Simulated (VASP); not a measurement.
# Sn3Se (Fm-3m) in VASP: further runs

The runs below take Sn3Se through single point, with PBE.

Program: VASP 6.6.1. These are calculated values, not measurements. Logs are shortened: lines on timing, memory, paths and dates and some standing lists are left out, and cuts for length are marked.

## (1) The cell of the first run

It takes space group Fm-3m (No. 225, cubic). The conventional cell has a = 7.456 Å, b = 7.456 Å, c = 7.456 Å, α = 90.00°, β = 90.00°, γ = 90.00°. Sn (site symmetry -43m) has 10 Sn at 3.23 to 3.73 Å and 4 Se at 3.23 Å within 4.2 Å. Sn (site symmetry m-3m) has 8 Sn at 3.23 Å and 6 Se at 3.73 Å within 4.2 Å. Se (site symmetry m-3m) has 14 Sn at 3.23 to 3.73 Å within 4.2 Å.

## (2) Single point, PBE

File INCAR:

```
SYSTEM = Sn3Se
PREC = Accurate
ENCUT = 520
EDIFF = 1E-6
ISMEAR = 0
SIGMA = 0.1
LREAL = .False.
LASPH = .True.
NELM = 80
ALGO = Normal
ISIF = 2
LWAVE = .False.
LCHARG = .True.
GGA = PE
LELF = .True.
LVHAR = .True.
NBANDS = 32
```

File KPOINTS:

```
Automatic mesh
0
Gamma
  10 10 10
  0 0 0
```

File POSCAR:

```
Sn3Se
1.0
    0.0000000000      3.7279542406      3.7279542406
    3.7279542406      0.0000000000      3.7279542406
    3.7279542406      3.7279542406      0.0000000000
Sn Se
3 1
Direct
    0.2500000000      0.2500000000      0.2500000000
    0.7500000000      0.7500000000      0.7500000000
    0.5000000000      0.5000000000      0.5000000000
    0.0000000000      0.0000000000      0.0000000000
```

Potentials or basis: VASP PAW PBE potentials, release 64 (Sn_d, Se).

Run with:

```
> cat potpaw_PBE.64/Sn_d/POTCAR potpaw_PBE.64/Se/POTCAR > POTCAR
> mpirun -np 1 vasp_std > vasp.out
```

OUTCAR:

```text
SYSTEM = Sn3Se
   PREC = Accurate
   ENCUT = 520
   EDIFF = 1E-6
   ISMEAR = 0
   LREAL = .False.
   LASPH = .True.
   NELM = 80
   ISIF = 2
   GGA = PE

 ion  position               nearest neighbor table
   1  0.250  0.250  0.250-   4 3.23   4 3.23   4 3.23   3 3.23   4 3.23   3 3.23   3 3.23   3 3.23
                             2 3.73   2 3.73   2 3.73   2 3.73   2 3.73   2 3.73
   2  0.750  0.750  0.750-   3 3.23   3 3.23   3 3.23   3 3.23   4 3.23   4 3.23   4 3.23   4 3.23
                             1 3.73   1 3.73   1 3.73   1 3.73   1 3.73   1 3.73
   3  0.500  0.500  0.500-   1 3.23   1 3.23   1 3.23   1 3.23   2 3.23   2 3.23   2 3.23   2 3.23

   4  0.000  0.000  0.000-   2 3.23   2 3.23   2 3.23   1 3.23   2 3.23   1 3.23   1 3.23   1 3.23

  LATTYP: Found a face centered cubic cell.
 ALAT       =     7.4559084812

  Lattice vectors:

 A1 = (   0.0000000000,   3.7279542406,   3.7279542406)
 A2 = (   3.7279542406,   0.0000000000,   3.7279542406)
 A3 = (   3.7279542406,   3.7279542406,   0.0000000000)

Analysis of symmetry for initial positions (statically):
=====================================================================
 Subroutine PRICEL returns:
 Original cell was already a primitive cell.

 Routine SETGRP: Setting up the symmetry group for a
 face centered cubic supercell.

 Subroutine GETGRP returns: Found 48 space group operations
 (whereof 48 operations were pure point group operations)
 out of a pool of 48 trial point group operations.

The static configuration has the point symmetry O_h .

Analysis of symmetry for dynamics (positions and initial velocities):
=====================================================================
 Subroutine PRICEL returns:
 Original cell was already a primitive cell.

 Routine SETGRP: Setting up the symmetry group for a
 face centered cubic supercell.

 Subroutine GETGRP returns: Found 48 space group operations
 (whereof 48 operations were pure point group operations)
 out of a pool of 48 trial point group operations.

The dynamic configuration has the point symmetry O_h .

 Subroutine INISYM returns: Found 48 space group operations
 (whereof 48 operations are pure point group operations),
 and found     1 'primitive' translations

----------------------------------------------------------------------------------------

                                     Primitive cell

  volume of cell :     103.6196

  direct lattice vectors                    reciprocal lattice vectors
     0.000000000  3.727954241  3.727954241    -0.134121818  0.134121818  0.134121818
     3.727954241  0.000000000  3.727954241     0.134121818 -0.134121818  0.134121818
     3.727954241  3.727954241  0.000000000     0.134121818  0.134121818 -0.134121818

  length of vectors
     5.272123447  5.272123447  5.272123447     0.232305803  0.232305803  0.232305803

  position of ions in fractional coordinates (direct lattice)
     0.250000000  0.250000000  0.250000000
     0.750000000  0.750000000  0.750000000
     0.500000000  0.500000000  0.500000000
     0.000000000  0.000000000  0.000000000

  ion indices of the primitive-cell ions
   primitive index   ion index
                 1           1
                 2           2
                 3           3
                 4           4

----------------------------------------------------------------------------------------

 KPOINTS: Automatic mesh

Automatic generation of k-mesh.
 Grid dimensions read from file:
 generate k-points for:   10   10   10

 Generating k-lattice:

  Cartesian coordinates                     Fractional coordinates (reciprocal lattice)
    -0.013412182  0.013412182  0.013412182     0.100000000  0.000000000  0.000000000
     0.013412182 -0.013412182  0.013412182     0.000000000  0.100000000  0.000000000
     0.013412182  0.013412182 -0.013412182     0.000000000  0.000000000  0.100000000

  Length of vectors
     0.023230580  0.023230580  0.023230580

  Shift w.r.t. Gamma in fractional coordinates (k-lattice)
     0.000000000  0.000000000  0.000000000

 Subroutine IBZKPT returns following result:
 ===========================================

 Found     47 irreducible k-points:

 Following reciprocal coordinates:
            Coordinates               Weight
  0.000000  0.000000  0.000000      1.000000
  0.100000  0.000000  0.000000      8.000000
  0.200000  0.000000  0.000000      8.000000
  0.300000  0.000000  0.000000      8.000000
  0.400000  0.000000  0.000000      8.000000
  0.500000  0.000000  0.000000      4.000000
[... 16 lines left out ...]
  0.300000  0.300000  0.000000      6.000000
  0.400000  0.300000  0.000000     24.000000
 [... further k-points ...]
   k-points           NKPTS =     47   k-points in BZ     NKDIM =     47   number of bands    NBANDS=     32
   number of dos      NEDOS =    301   number of ions     NIONS =      4
   total plane-waves  NPLWV =  64000
   dimension x,y,z NGX =    40 NGY =   40 NGZ =   40
   dimension x,y,z NGXF=    80 NGYF=   80 NGZF=   80
   ions per type =               3   1
   NGX,Y,Z   is equivalent  to a cutoff of  12.61, 12.61, 12.61 a.u.
   NGXF,Y,Z  is equivalent  to a cutoff of  25.23, 25.23, 25.23 a.u.
 SYSTEM =  Sn3Se
   PREC   = accura    normal or accurate (medium, high low for compatibility)
   ISTART =      0    job   : 0-new  1-cont  2-samecut
   ICHARG =      2    charge: 1-file 2-atom 10-const
   ISPIN  =      1    spin polarized calculation?
   LNONCOLLINEAR =      F non collinear calculations
   LSORBIT =      F    spin-orbit coupling
   LASPH  =      T    aspherical Exc in radial PAW
   ENCUT  =  520.0 eV  38.22 Ry    6.18 a.u.   9.80  9.80  9.80*2*pi/ulx,y,z
   NELM   =     80;   NELMIN=  2; NELMDL= -5     # of ELM steps
   EDIFF  = 0.1E-05   stopping-criterion for ELM
   LREAL  =      F    real-space projection
   EDIFFG = 0.1E-04   stopping-criterion for IOM
   NSW    =      0    number of steps for IOM
   IBRION =     -1    ionic relax: 0-MD 1-quasi-New 2-CG
   NFREE  =      0    steps in history (QN), initial steepest desc. (CG)
   ISIF   =      2    stress and relaxation
   ISYM   =      2    0-nonsym 1-usesym 2-fastsym
   POTIM  = 0.5000    time-step for ionic-motion
   TEBEG  =    0.0;   TEEND  =   0.0 temperature during run
   PSTRESS=    0.0 pullay stress
   NELECT =      48.0000    total number of electrons
   NUPDOWN=      -1.0000    fix difference up-down
   EMIN   =  10.00;   EMAX   =-10.00  energy-range for DOS
   EFERMI =   0.00;   METHOD = LEGACY
   ISMEAR =     0;   SIGMA  =   0.10  broadening in eV -4-tet -1-fermi 0-gaus
   EFERMI_NEDOS =   21; number of points for ismear=-14 and -15
   IALGO  =     38    algorithm
   IMIX   =      4    mixing-type and parameters
     AMIX     =   0.40;   BMIX     =  1.00
     AMIX_MAG =   1.60;   BMIX_MAG =  1.00
  volume/ion in A,a.u.               =      25.90       174.81
  Fermi-wavevector in a.u.,A,eV,Ry     =   1.266703  2.393721 21.831032  1.604536
  Thomas-Fermi vector in A             =   2.399889
   LORBIT       =      0    0 simple, 1 ext, 2 COOP (PROOUT), +10 PAW based schemes
   GGA     = PE    functional components
   LHFCALC =     F    Hartree Fock is set to
   AEXX    =    0.0000 exact exchange contribution
   IVDW    =     0    specifies the selected vdW correction
   LEPSILON=     F    determine dielectric tensor
   LRPA    =     F    only Hartree local field effects (RPA)
 non-spin polarized calculation
 Gauss-broadening in eV      SIGMA  =   0.10
  energy-cutoff  :      520.00
  volume of cell :      103.62
 maximum number of plane-waves:      2812
   NGX = 19   NGY = 19   NGZ = 19

 number of electron      48.0000025 magnetization

 Free energy of the ion-electron system (eV)
  ---------------------------------------------------
  ext. energy  EPLUGINS =         0.00000000
  ---------------------------------------------------
  free energy    TOTEN  =       -14.90008431 eV

  energy without entropy =      -14.88770083  energy(sigma->0) =      -14.89389257

 E-fermi :   7.2796     XC(G=0): -10.3110

 val. band max:        7.2706062133   @ k =  -0.2000   0.3000   0.1000
 cond. band min:       7.2867740549   @ k =   0.2000   0.1000   0.0000
 fundamental gap:      0.0161678416
 Fermi energy:         7.2796294222

 k-point     1 :       0.0000    0.0000    0.0000
  band No.  band energies     occupation
      1     -14.3415      2.00000
      2     -14.3415      2.00000
      3     -14.3081      2.00000
      4     -14.3081      2.00000
      5     -14.3081      2.00000
      6     -14.2984      2.00000
[... 24 lines left out ...]
     31      13.8579      0.00000
     32      13.8579      0.00000

 k-point     2 :       0.1000    0.0000    0.0000
  band No.  band energies     occupation
      1     -14.3387      2.00000
      2     -14.3387      2.00000
      3     -14.3150      2.00000
      4     -14.3105      2.00000
      5     -14.3105      2.00000
      6     -14.2967      2.00000
[... 24 lines left out ...]
     31      13.2390      0.00000
     32      13.7455      0.00000

 k-point     3 :       0.2000    0.0000    0.0000
  band No.  band energies     occupation
      1     -14.3308      2.00000
      2     -14.3308      2.00000
      3     -14.3209      2.00000
      4     -14.3151      2.00000
      5     -14.3151      2.00000
      6     -14.2937      2.00000
[... 24 lines left out ...]
     31      12.3372      0.00000
     32      13.4122      0.00000

 k-point     4 :       0.3000    0.0000    0.0000
  band No.  band energies     occupation
      1     -14.3205      2.00000
      2     -14.3200      2.00000
      3     -14.3200      2.00000
      4     -14.3187      2.00000
      5     -14.3187      2.00000
      6     -14.2912      2.00000
[... 654 lines left out ...]
     31      12.9907      0.00000
     32      13.5450      0.00000

 k-point    23 :       0.3000    0.3000    0.0000
  band No.  band energies     occupation
      1     -14.3313      2.00000
      2     -14.3273      2.00000
      3     -14.3273      2.00000
      4     -14.3184      2.00000
      5     -14.2977      2.00000
      6     -14.2910      2.00000
[... 24 lines left out ...]
     31      11.8293      0.00000
     32      12.1866      0.00000

 k-point    24 :       0.4000    0.3000    0.0000
  band No.  band energies     occupation
      1     -14.3295      2.00000
      2     -14.3277      2.00000
      3     -14.3254      2.00000
      4     -14.3171      2.00000
      5     -14.2989      2.00000
      6     -14.2881      2.00000
[... 24 lines left out ...]
     31      11.9235      0.00000
     32      12.7940      0.00000

 [... further k-points ...]
[... 5 lines left out ...]
  --------------------------------------------------------------------------------------
  -------------------------------------------------------------------------------------
  Total        0.0129221      0.0129221      0.0129221     -0.0000000     -0.0000000      0.0000000
  in kB        0.1998036      0.1998036      0.1998036     -0.0000000     -0.0000000      0.0000000
  external PRESSURE =       0.1998036 kB  Pullay stress =       0.0000000 kB

 VOLUME and BASIS-vectors are now :
 -----------------------------------------------------------------------------
  energy-cutoff  :      520.00
  volume of cell :      103.62
      direct lattice vectors                 reciprocal lattice vectors
     0.000000000  3.727954241  3.727954241    -0.134121818  0.134121818  0.134121818
     3.727954241  0.000000000  3.727954241     0.134121818 -0.134121818  0.134121818
     3.727954241  3.727954241  0.000000000     0.134121818  0.134121818 -0.134121818

 POSITION                                       TOTAL-FORCE (eV/Angst)
 -----------------------------------------------------------------------------------
      1.86398      1.86398      1.86398         0.000000     -0.000000      0.000000
      5.59193      5.59193      5.59193        -0.000000      0.000000     -0.000000
      3.72795      3.72795      3.72795        -0.000000     -0.000000     -0.000000
      0.00000      0.00000      0.00000        -0.000000     -0.000000     -0.000000
 -----------------------------------------------------------------------------------
    total drift:                               -0.000000     -0.000000      0.000000

  FREE ENERGIE OF THE ION-ELECTRON SYSTEM (eV)
  ---------------------------------------------------
  free  energy   TOTEN  =       -14.9000843143 eV

  energy  without entropy=      -14.8877008258  energy(sigma->0) =      -14.89389257
```

Wall time 62 s (1 thread of Intel Xeon 6975P-C (Granite Rapids), shared host); peak memory 0.31 GiB.

What came out:

- Free energy: -14.9001 eV
- Pressure: 0.0 GPa
- Band gap on the k mesh: zero (band 24 reaches 7.97 eV, above the bottom of band 25 at 5.97 eV)

Caveat: spin-orbit coupling is left out, which moves the levels of the heavy elements.

## (3) Single point, PBE (strained)

File INCAR:

```
PREC = Accurate
ENCUT = 520
EDIFF = 1E-6
ISMEAR = 0
SIGMA = 0.1
LREAL = False
LASPH = True
NELM = 60
ALGO = Normal
ISIF = 2
LWAVE = False
LCHARG = False
GGA = PE
NBANDS = 32
```

File KPOINTS:

```
Automatic mesh
0
Gamma
  10 10 10
```

File POSCAR:

```
Sn3Se
1.0
    0.0000000000      3.7429188216      3.7429188216
    3.7429188216      0.0000000000      3.7429188216
    3.7429188216      3.7429188216      0.0000000000
Sn Se
3 1
Direct
    0.2500000000      0.2500000000      0.2500000000
    0.7500000000      0.7500000000      0.7500000000
    0.5000000000      0.5000000000      0.5000000000
    0.0000000000      0.0000000000      0.0000000000
```

Potentials or basis: VASP PAW PBE potentials, release 64 (Sn_d, Se).

Run with:

```
> cat potpaw_PBE.64/Sn_d/POTCAR potpaw_PBE.64/Se/POTCAR > POTCAR
> mpirun -np 1 vasp_std > vasp.out
```

It took 2.4 min on 1 thread of AMD EPYC 7R43 (Zen 3), shared host; peak memory 0.27 GiB.

Results (log left out):

```yaml
Free_energy: -14.8982 eV
Pressure: -0.6 GPa
Band_gap_on_the_k_mesh: zero (band 24 reaches 7.82 eV, above the bottom of band 25 at 5.86 eV)
```

Levels at points of the mesh, in eV from the Fermi level:
```tsv
k point	band 22	band 23	band 24	band 25	band 26	band 27
(0.00, 0.00, 0.00)	-2.85	-1.28	-1.28	-1.28	-0.56	-0.56
(0.50, 0.00, 0.00)	-2.14	-2.14	-0.89	0.33	2.07	2.07
(0.50, 0.50, 0.00)	-0.37	0.43	0.43	0.95	2.72	2.72
```

Caveat: the cell differs from its parent crystal (strained); spin-orbit coupling is left out, which moves the levels of the heavy elements.

## (4) Single point, PBE (strained)

File INCAR:

```
SYSTEM = Sn3Se
PREC = Accurate ; ENCUT = 520
EDIFF = 1E-7 ; ISMEAR = 0
SIGMA = 0.1 ; LREAL = .False.
LASPH = .True. ; NELM = 60
ALGO = Normal ; ISIF = 2
LWAVE = .False. ; LCHARG = .False.
GGA = PE ; NBANDS = 32
```

File KPOINTS:

```
Automatic mesh
0
Gamma
  10 10 10
  0 0 0
```

File POSCAR:

```
Sn3Se
1.0
    0.0000000000      3.8243758927      3.8243758927
    3.8243758927      0.0000000000      3.8243758927
    3.8243758927      3.8243758927      0.0000000000
Sn Se
3 1
Direct
    0.2500000000      0.2500000000      0.2500000000
    0.7500000000      0.7500000000      0.7500000000
    0.5000000000      0.5000000000      0.5000000000
    0.0000000000      0.0000000000      0.0000000000
```

Potentials or basis: VASP PAW PBE potentials, release 64 (Sn_d, Se).

Run with:

```
> cat potpaw_PBE.64/Sn_d/POTCAR potpaw_PBE.64/Se/POTCAR > POTCAR
> mpirun -np 1 vasp_std > vasp.out
```

OUTCAR:

```text
SYSTEM = Sn3Se
   PREC = Accurate
   ENCUT = 520
   EDIFF = 1E-7
   ISMEAR = 0
   LREAL = .False.
   LASPH = .True.
   NELM = 60
   ISIF = 2
   GGA = PE

 ion  position               nearest neighbor table
   1  0.250  0.250  0.250-   3 3.31   3 3.31   3 3.31   3 3.31
   2  0.750  0.750  0.750-   3 3.31   3 3.31   3 3.31   3 3.31
   3  0.500  0.500  0.500-   1 3.31   1 3.31   1 3.31   1 3.31   2 3.31   2 3.31   2 3.31   2 3.31

   4  0.000  0.000  0.000-

  LATTYP: Found a face centered cubic cell.
[... 1030 lines left out ...]
     31      10.7977      0.00000
     32      11.9394      0.00000

 [... further k-points ...]
[... 5 lines left out ...]
  --------------------------------------------------------------------------------------
  -------------------------------------------------------------------------------------
  Total       -2.2377835     -2.2377835     -2.2377835      0.0000000     -0.0000000     -0.0000000
  in kB      -32.0491814    -32.0491814    -32.0491814      0.0000000     -0.0000000     -0.0000000
  external PRESSURE =     -32.0491814 kB  Pullay stress =       0.0000000 kB

 VOLUME and BASIS-vectors are now :
 -----------------------------------------------------------------------------
  energy-cutoff  :      520.00
  volume of cell :      111.87
      direct lattice vectors                 reciprocal lattice vectors
     0.000000000  3.824375893  3.824375893    -0.130740287  0.130740287  0.130740287
     3.824375893  0.000000000  3.824375893     0.130740287 -0.130740287  0.130740287
     3.824375893  3.824375893  0.000000000     0.130740287  0.130740287 -0.130740287

 POSITION                                       TOTAL-FORCE (eV/Angst)
 -----------------------------------------------------------------------------------
      1.91219      1.91219      1.91219        -0.000000     -0.000000     -0.000000
      5.73656      5.73656      5.73656         0.000000      0.000000      0.000000
      3.82438      3.82438      3.82438         0.000000      0.000000      0.000000
      0.00000      0.00000      0.00000         0.000000      0.000000      0.000000
 -----------------------------------------------------------------------------------
    total drift:                               -0.000000     -0.000000      0.000000

  FREE ENERGIE OF THE ION-ELECTRON SYSTEM (eV)
  ---------------------------------------------------
  free  energy   TOTEN  =       -14.8136783457 eV

  energy  without entropy=      -14.7988657581  energy(sigma->0) =      -14.80627205
```

stdout:

```text
POSCAR found type information on POSCAR SnSe
 POSCAR found :  2 types and       4 ions
 scaLAPACK will be used
 LDA part: xc-table for (Slater+PW92), standard interpolation
 POSCAR, INCAR and KPOINTS ok, starting setup
 FFT: planning ... GRIDC
 FFT: planning ... GRID_SOFT
 FFT: planning ... GRID
 WAVECAR not read
 entering main loop
```

Wall time 2.9 min (1 thread of AMD EPYC 7R43 (Zen 3), shared host); peak memory 0.28 GiB.

What came out:

```
Free energy            : -14.8137 eV
Pressure               : -3.2 GPa
Band gap on the k mesh : zero (band 24 reaches 7.04 eV, above the bottom of band 25 at 5.29 eV)
```

Levels at points of the mesh, in eV from the Fermi level:
| k point | band 22 | band 23 | band 24 | band 25 | band 26 | band 27 |
| --- | --- | --- | --- | --- | --- | --- |
| (0.00, 0.00, 0.00) | -2.63 | -1.12 | -1.12 | -1.12 | -0.49 | -0.49 |
| (0.50, 0.00, 0.00) | -1.95 | -1.95 | -0.95 | 0.20 | 1.98 | 1.98 |
| (0.50, 0.50, 0.00) | -0.46 | 0.39 | 0.39 | 0.78 | 2.60 | 2.60 |

Caveat: the cell differs from its parent crystal (strained); spin-orbit coupling is left out, which moves the levels of the heavy elements.

## (5) Overview

```csv
cell,gap on the mesh (eV),pressure (GPa)
"a = 5.272 Å, angles 60.0°, 4 atoms",none,0.0
"a = 5.293 Å, angles 60.0°, 4 atoms",none,-0.6
"a = 5.408 Å, angles 60.0°, 4 atoms",none,-3.2
```

Alike in all rows: task single point; level PBE; potentials or basis VASP PAW PBE potentials, release 64 (Sn_d, Se); no spin polarisation; k mesh 10 × 10 × 10; cutoff (eV) 520; smearing gaussian 0.1 eV.

Caveats: spin-orbit coupling is left out, which moves the levels of the heavy elements.

Total energies depend on the potentials used, so only differences within one code and one set of settings carry meaning.
